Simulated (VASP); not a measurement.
# Na3HF8 (I4/mmm) in VASP: single point with r2SCAN

Aim: the single point of Na3HF8 with r2SCAN.

Everything below comes from runs of VASP 6.6.1. Logs are shortened: lines on timing, memory, paths and dates and some standing lists are left out, and cuts for length are marked.

### 1 The cell of the first run

Symmetry: I4/mmm, No. 139, tetragonal system. Conventional cell: a = 5.720 Å, b = 5.720 Å, c = 8.004 Å, α = 90.00°, β = 90.00°, γ = 90.00°. Within 2.8 Å of H (site symmetry 4/mmm) lie 8 F at 2.13 Å. Within 3.0 Å of Na (site symmetry -4m2) lie 8 F at 2.27 Å. Na (site symmetry 4/mmm) has 8 F at 2.37 Å within 3.1 Å. F (site symmetry m) has 2 F at 1.98 to 2.04 Å and 1 H at 2.13 Å and 3 Na at 2.27 to 2.37 Å within 2.6 Å.

### 2 Single point, r2SCAN

Contents of POSCAR:

```
Na3HF8
1.0
    0.0000000000      5.7196910908      0.0000002719
    5.7196910908      0.0000000000      0.0000002719
    2.8598457357      2.8598457357     -4.0019964800
H Na F
1 3 8
Direct
    0.0000000000      0.0000000000      0.0000000000
    0.7500000000      0.2500000000      0.5000000000
    0.2500000000      0.7500000000      0.5000000000
    0.5000000000      0.5000000000      0.0000000000
    0.3569365116      0.3569365116      0.7529298034
    0.3569365116      0.8901336850      0.7529298034
    0.8901336850      0.8901336850      0.7529298034
    0.8901336850      0.3569365116      0.7529298034
    0.6430634884      0.1098663150      0.2470701966
    0.6430634884      0.6430634884      0.2470701966
    0.1098663150      0.6430634884      0.2470701966
    0.1098663150      0.1098663150      0.2470701966
```

Contents of INCAR.step1:

```
SYSTEM = Na3HF8
PREC = Accurate ; ENCUT = 520
ISMEAR = 1 ; SIGMA = 0.0185
LREAL = .FALSE. ; LASPH = .TRUE.
NELM = 60 ; NBANDS = 51
GGA = PE ; ALGO = Normal
EDIFF = 1E-4 ; LWAVE = .TRUE.
LCHARG = .FALSE.
```

Contents of INCAR.step2:

```
SYSTEM = Na3HF8
PREC = Accurate ; ENCUT = 520
EDIFF = 1E-6 ; ISMEAR = 1
SIGMA = 0.0185 ; LREAL = .FALSE.
LASPH = .TRUE. ; NELM = 60
ALGO = Normal ; ISIF = 2
LWAVE = .FALSE. ; LCHARG = .TRUE.
METAGGA = R2SCAN ; LMIXTAU = .TRUE.
LELF = .TRUE. ; LVHAR = .TRUE.
NBANDS = 51 ; ISTART = 1
```

Contents of KPOINTS:

```
regular mesh
0
G
  5 5 5
  0 0 0
```

Potentials or basis: VASP PAW PBE potentials, release 64 (H, Na_pv, F).

Launch:

```bash
cat potpaw_PBE.64/H/POTCAR potpaw_PBE.64/Na_pv/POTCAR potpaw_PBE.64/F/POTCAR > POTCAR
cp INCAR.step1 INCAR
mpirun -np 1 vasp_std > vasp.out
cp INCAR.step2 INCAR
mpirun -np 1 vasp_std > vasp.out
```

OUTCAR:

```text
SYSTEM = Na3HF8
   PREC = Accurate
   ENCUT = 520
   EDIFF = 1E-6
   ISMEAR = 1
   LREAL = .FALSE.
   LASPH = .TRUE.
   NELM = 60
   ISIF = 2
   METAGGA = R2SCAN
   ISTART = 1

 ion  position               nearest neighbor table
   1  0.000  0.000  0.000-
   2  0.750  0.250  0.500-   6 2.27  11 2.27  10 2.27   5 2.27   7 2.27  12 2.27   9 2.27   8 2.27

   3  0.250  0.750  0.500-   8 2.27   9 2.27   5 2.27  10 2.27   7 2.27  12 2.27  11 2.27   6 2.27

   4  0.500  0.500  0.000-
   5  0.357  0.357  0.753-   2 2.27   3 2.27
   6  0.357  0.890  0.753-   2 2.27   3 2.27
   7  0.890  0.890  0.753-   2 2.27   3 2.27
   8  0.890  0.357  0.753-   3 2.27   2 2.27
   9  0.643  0.110  0.247-   3 2.27   2 2.27
  10  0.643  0.643  0.247-   2 2.27   3 2.27
  11  0.110  0.643  0.247-   2 2.27   3 2.27
  12  0.110  0.110  0.247-   2 2.27   3 2.27

  LATTYP: Found a body centered tetragonal cell.
 ALAT       =     5.7196910908
 C/A-ratio  =     1.3993751370

  Lattice vectors:

 A1 = (  -2.8598457357,   2.8598453551,   4.0019967519)
 A2 = (   2.8598453551,  -2.8598457357,   4.0019967519)
 A3 = (   2.8598457357,   2.8598457357,  -4.0019964800)

Analysis of symmetry for initial positions (statically):
=====================================================================
 Subroutine PRICEL returns:
 Original cell was already a primitive cell.

 Routine SETGRP: Setting up the symmetry group for a
 body centered tetragonal supercell.

 Subroutine GETGRP returns: Found 16 space group operations
 (whereof 16 operations were pure point group operations)
 out of a pool of 16 trial point group operations.

The static configuration has the point symmetry D_4h.

Analysis of symmetry for dynamics (positions and initial velocities):
=====================================================================
 Subroutine PRICEL returns:
 Original cell was already a primitive cell.

 Routine SETGRP: Setting up the symmetry group for a
 body centered tetragonal supercell.

 Subroutine GETGRP returns: Found 16 space group operations
 (whereof 16 operations were pure point group operations)
 out of a pool of 16 trial point group operations.

The dynamic configuration has the point symmetry D_4h.

 Subroutine INISYM returns: Found 16 space group operations
 (whereof 16 operations are pure point group operations),
 and found     1 'primitive' translations

----------------------------------------------------------------------------------------

                                     Primitive cell

  volume of cell :     130.9248

  direct lattice vectors                    reciprocal lattice vectors
     0.000000000  5.719691091  0.000000272    -0.000000006  0.174834611  0.124937641
     5.719691091  0.000000000  0.000000272     0.174834611 -0.000000006  0.124937641
     2.859845736  2.859845736 -4.001996480     0.000000012  0.000000012 -0.249875265

  length of vectors
     5.719691091  5.719691091  5.689763711     0.214887308  0.214887308  0.249875265

  position of ions in fractional coordinates (direct lattice)
     0.000000000  0.000000000  0.000000000
     0.750000000  0.250000000  0.500000000
     0.250000000  0.750000000  0.500000000
     0.500000000  0.500000000  0.000000000
     0.356936512  0.356936512  0.752929803
     0.356936512  0.890133685  0.752929803
     0.890133685  0.890133685  0.752929803
     0.890133685  0.356936512  0.752929803
     0.643063488  0.109866315  0.247070197
     0.643063488  0.643063488  0.247070197
     0.109866315  0.643063488  0.247070197
     0.109866315  0.109866315  0.247070197

  ion indices of the primitive-cell ions
   primitive index   ion index
                 1           1
                 2           2
                 3           3
                 4           4
                 5           5
                 6           6
                 7           7
                 8           8
                 9           9
                10          10
                11          11
                12          12

----------------------------------------------------------------------------------------

 KPOINTS: regular mesh

Automatic generation of k-mesh.
 Grid dimensions read from file:
 generate k-points for:    5    5    5

 Generating k-lattice:

  Cartesian coordinates                     Fractional coordinates (reciprocal lattice)
    -0.000000001  0.034966922  0.024987528     0.200000000  0.000000000  0.000000000
     0.034966922 -0.000000001  0.024987528     0.000000000  0.200000000  0.000000000
     0.000000002  0.000000002 -0.049975053     0.000000000  0.000000000  0.200000000

  Length of vectors
     0.042977462  0.042977462  0.049975053

  Shift w.r.t. Gamma in fractional coordinates (k-lattice)
     0.000000000  0.000000000  0.000000000

 Subroutine IBZKPT returns following result:
 ===========================================

 Found     18 irreducible k-points:

 Following reciprocal coordinates:
            Coordinates               Weight
  0.000000  0.000000  0.000000      1.000000
  0.200000  0.000000  0.000000      8.000000
  0.400000  0.000000  0.000000      8.000000
  0.200000  0.200000  0.000000      8.000000
  0.400000  0.200000  0.000000     16.000000
 -0.400000  0.200000  0.000000     16.000000
[... 10 lines left out ...]
 -0.000000 -0.000000  0.400000      2.000000
 -0.200000  0.000000  0.400000      4.000000
   k-points           NKPTS =     18   k-points in BZ     NKDIM =     18   number of bands    NBANDS=     51
   number of dos      NEDOS =    301   number of ions     NIONS =     12
   total plane-waves  NPLWV =  96768
   dimension x,y,z NGX =    48 NGY =   48 NGZ =   42
   dimension x,y,z NGXF=    96 NGYF=   96 NGZF=   84
   ions per type =               1   3   8
   NGX,Y,Z   is equivalent  to a cutoff of  13.95, 13.95, 12.27 a.u.
   NGXF,Y,Z  is equivalent  to a cutoff of  27.90, 27.90, 24.54 a.u.
 SYSTEM =  Na3HF8
   PREC   = accura    normal or accurate (medium, high low for compatibility)
   ISTART =      1    job   : 0-new  1-cont  2-samecut
   ICHARG =      0    charge: 1-file 2-atom 10-const
   ISPIN  =      1    spin polarized calculation?
   LNONCOLLINEAR =      F non collinear calculations
   LSORBIT =      F    spin-orbit coupling
   LASPH  =      T    aspherical Exc in radial PAW
   ENCUT  =  520.0 eV  38.22 Ry    6.18 a.u.  10.63 10.63 10.58*2*pi/ulx,y,z
   NELM   =     60;   NELMIN=  2; NELMDL=  0     # of ELM steps
   EDIFF  = 0.1E-05   stopping-criterion for ELM
   LREAL  =      F    real-space projection
   EDIFFG = 0.1E-04   stopping-criterion for IOM
   NSW    =      0    number of steps for IOM
   IBRION =     -1    ionic relax: 0-MD 1-quasi-New 2-CG
   NFREE  =      0    steps in history (QN), initial steepest desc. (CG)
   ISIF   =      2    stress and relaxation
   ISYM   =      2    0-nonsym 1-usesym 2-fastsym
   POTIM  = 0.5000    time-step for ionic-motion
   TEBEG  =    0.0;   TEEND  =   0.0 temperature during run
   PSTRESS=    0.0 pullay stress
   NELECT =      78.0000    total number of electrons
   NUPDOWN=      -1.0000    fix difference up-down
   EMIN   =  10.00;   EMAX   =-10.00  energy-range for DOS
   EFERMI =   0.00;   METHOD = LEGACY
   ISMEAR =     1;   SIGMA  =   0.02  broadening in eV -4-tet -1-fermi 0-gaus
   EFERMI_NEDOS =   21; number of points for ismear=-14 and -15
   IALGO  =     38    algorithm
   IMIX   =      4    mixing-type and parameters
     AMIX     =   0.40;   BMIX     =  1.00
     AMIX_MAG =   1.60;   BMIX_MAG =  1.00
  volume/ion in A,a.u.               =      10.91        73.63
  Fermi-wavevector in a.u.,A,eV,Ry     =   1.377524  2.603142 25.818027  1.897571
  Thomas-Fermi vector in A             =   2.502669
   LORBIT       =      0    0 simple, 1 ext, 2 COOP (PROOUT), +10 PAW based schemes
   METAGGA = R2SCAN    functional components
   LHFCALC =     F    Hartree Fock is set to
   AEXX    =    0.0000 exact exchange contribution
   IVDW    =     0    specifies the selected vdW correction
   LEPSILON=     F    determine dielectric tensor
   LRPA    =     F    only Hartree local field effects (RPA)
 non-spin polarized calculation
 Methfessel and Paxton  Order N= 1 SIGMA  =   0.02
  energy-cutoff  :      520.00
  volume of cell :      130.92
 maximum number of plane-waves:      3547
 NGX is ok and might be reduce to    48
   NGX = 21   NGY = 21   NGZ = 21

 number of electron      78.0000036 magnetization

 Free energy of the ion-electron system (eV)
  ---------------------------------------------------
  ext. energy  EPLUGINS =         0.00000000
  ---------------------------------------------------
  free energy    TOTEN  =       -55.05713113 eV

  energy without entropy =      -55.05720082  energy(sigma->0) =      -55.05715436

 E-fermi :  -2.1827     XC(G=0): -10.0004

 val. band max:       -2.1982127822   @ k =  -0.2000  -0.0000   0.2000
 cond. band min:      -1.7760186563   @ k =   0.0000   0.0000   0.2000
 fundamental gap:      0.4221941260
 Fermi energy:        -2.1826537748

 k-point     1 :       0.0000    0.0000    0.0000
  band No.  band energies     occupation
      1     -25.4715      2.00000
      2     -25.0173      2.00000
      3     -24.4630      2.00000
      4     -24.4630      2.00000
      5     -24.4024      2.00000
      6     -24.4024      2.00000
[... 43 lines left out ...]
     50      13.7570      0.00000
     51      13.8911      0.00000

 k-point     2 :       0.2000    0.0000    0.0000
  band No.  band energies     occupation
      1     -25.4245      2.00000
      2     -25.0153      2.00000
      3     -24.7563      2.00000
      4     -24.7171      2.00000
      5     -24.1111      2.00000
      6     -24.0698      2.00000
[... 856 lines left out ...]
 k-point    18 :      -0.2000    0.0000    0.4000
  band No.  band energies     occupation
      1     -25.3869      2.00000
      2     -25.3437      2.00000
      3     -24.6738      2.00000
      4     -24.4500      2.00000
      5     -24.2243      2.00000
      6     -24.0799      2.00000
[... 43 lines left out ...]
     50      14.2439      0.00000
     51      15.0916      0.00000

------------------------ aborting loop because EDIFF is reached ----------------------------------------

  FORCE on cell =-STRESS in cart. coord.  units (eV):
  Direction    XX          YY          ZZ          XY          YZ          ZX
  --------------------------------------------------------------------------------------
  -------------------------------------------------------------------------------------
  Total       -0.5595329     -0.5595329     -0.4423009     -0.0000000     -0.0000000     -0.0000000
  in kB       -6.8472213     -6.8472213     -5.4126073     -0.0000000     -0.0000001     -0.0000001
  external PRESSURE =      -6.3690166 kB  Pullay stress =       0.0000000 kB

 VOLUME and BASIS-vectors are now :
 -----------------------------------------------------------------------------
  energy-cutoff  :      520.00
  volume of cell :      130.92
      direct lattice vectors                 reciprocal lattice vectors
     0.000000000  5.719691091  0.000000272    -0.000000006  0.174834611  0.124937641
     5.719691091  0.000000000  0.000000272     0.174834611 -0.000000006  0.124937641
     2.859845736  2.859845736 -4.001996480     0.000000012  0.000000012 -0.249875265

 POSITION                                       TOTAL-FORCE (eV/Angst)
 -----------------------------------------------------------------------------------
      0.00000      0.00000      0.00000         0.000000      0.000000     -0.000000
      2.85985      5.71969     -2.00100        -0.000000      0.000000     -0.000000
      5.71969      2.85985     -2.00100         0.000000      0.000000     -0.000000
      2.85985      2.85985      0.00000         0.000000      0.000000     -0.000000
      4.19483      4.19483     -3.01322         0.008960      0.008960      0.010802
      7.24455      4.19483     -3.01322        -0.008960      0.008960      0.010802
      7.24455      7.24455     -3.01322        -0.008960     -0.008960      0.010802
      4.19483      7.24455     -3.01322         0.008960     -0.008960      0.010802
      1.33498      4.38471     -0.98877         0.008960     -0.008960     -0.010802
      4.38471      4.38471     -0.98877        -0.008960     -0.008960     -0.010802
      4.38471      1.33498     -0.98877        -0.008960      0.008960     -0.010802
      1.33498      1.33498     -0.98877         0.008960      0.008960     -0.010802
 -----------------------------------------------------------------------------------
    total drift:                                0.000000      0.000000     -0.000000

  FREE ENERGIE OF THE ION-ELECTRON SYSTEM (eV)
  ---------------------------------------------------
  free  energy   TOTEN  =       -55.0571311331 eV

  energy  without entropy=      -55.0572008166  energy(sigma->0) =      -55.05715436
```

Wall time 10 min (1 thread of Oxide Virtual Turin-like, shared host); peak memory 0.34 GiB.

What came out:

| Quantity | Value |
| --- | --- |
| Free energy | -55.0571 eV |
| Pressure | -0.6 GPa |
| Largest force | 0.017 eV/Å |
| Band gap on the k mesh | 0.42 eV, indirect (least direct gap 0.52 eV) |

Forces on the atoms (eV/Å):
```
H    0.000  0.000  0.000
Na   0.000  0.000  0.000
Na   0.000  0.000  0.000
Na   0.000  0.000  0.000
F    0.009  0.009  0.011
F   -0.009  0.009  0.011
F   -0.009 -0.009  0.011
F    0.009 -0.009  0.011
F    0.009 -0.009 -0.011
F   -0.009 -0.009 -0.011
F   -0.009  0.009 -0.011
F    0.009  0.009 -0.011
```

Caveat: the PAW data sets were made with another functional, which shifts forces and pressure a little. r2SCAN opens gaps a little over a GGA but as a rule still falls short of measured ones.
